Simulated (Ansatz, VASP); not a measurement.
# ZnS: VASP beside Ansatz

INCAR

```
PREC = Accurate ; ENCUT = 520
EDIFF = 1E-7 ; ISMEAR = 0
SIGMA = 0.01 ; LREAL = False
LASPH = True ; NELM = 80
ALGO = Normal ; ISIF = 2
LWAVE = False ; LCHARG = True
GGA = PS ; LELF = True
LVHAR = True ; NBANDS = 16
```

KPOINTS

```
Automatic mesh
0
Gamma
  8 8 8
```

File POSCAR:

```
ZnS
1.0
    0.0000000000      2.6777696447      2.6911584929
    2.6777696447      0.0000000000      2.6911584929
    2.6777696447      2.6777696447      0.0000000000
Zn S
1 1
Direct
    0.7500000000      0.7500000000      0.7500000000
    0.0000000000      0.0000000000      0.0000000000
```

Input for Ansatz:

```yaml
crystal:
  lattice:
    - [0.0, 2.67776964466, 2.69115849288]
    - [2.67776964466, 0.0, 2.69115849288]
    - [2.67776964466, 2.67776964466, 0.0]
  atoms:
    - { symbol: Zn, position: [0.75, 0.75, 0.75] }
    - { symbol: S, position: [0.0, 0.0, 0.0] }
kpoints:
  mp_grid: { grid: [8, 8, 8] }
scf:
  occupations: { method: fixed }
  convergence: { dr2_threshold: 1.0e-10 }
hamiltonian:
  xc: pbesol
  pseudopotentials: { kind: all_electron, lapw: { basis_error: 0.0005 } }
output:
  forces: true
  stress: true
  eigenstates:
    kpoints:
      - [0.0, 0.0, 0.0]
      - [0.5, 0.5, 0.0]
      - [0.5, 0.0, 0.5]
      - [0.0, 0.5, 0.5]
      - [0.0, 0.5, 0.0]
      - [0.5, 0.0, 0.0]
      - [0.0, 0.0, 0.5]
      - [0.5, 0.5, 0.5]
  eigenvalues: true
```

Change from the starting cell: z stretched by +0.5 %, x and y held.

Alike in both runs: task single point; functional PBEsol; k mesh 8 × 8 × 8; no spin polarisation.

```csv
,VASP,Ansatz
version,VASP 6.6.1,Ansatz 0.2.0
potentials or method,"VASP PAW PBE potentials, release 64 (Zn, S), cutoff 520 eV","all-electron LAPW, scalar-relativistic"
occupations,"gaussian, width 0.01 eV",fixed
```

|  | VASP | Ansatz | Ansatz less VASP |
| --- | --- | --- | --- |
| gap on the k mesh at the Fermi level (eV) | 2.07 | 2.06 | -0.003 |
| pressure (GPa) | -0.1 | -0.3 | -0.20 |
| traceless stress, the component that is largest in VASP (GPa) | -0.14 | -0.14 | -0.002 |

VASP's potentials were made for PBE, not for PBEsol. Ansatz ran all-electron here, and VASP with PAW potentials.
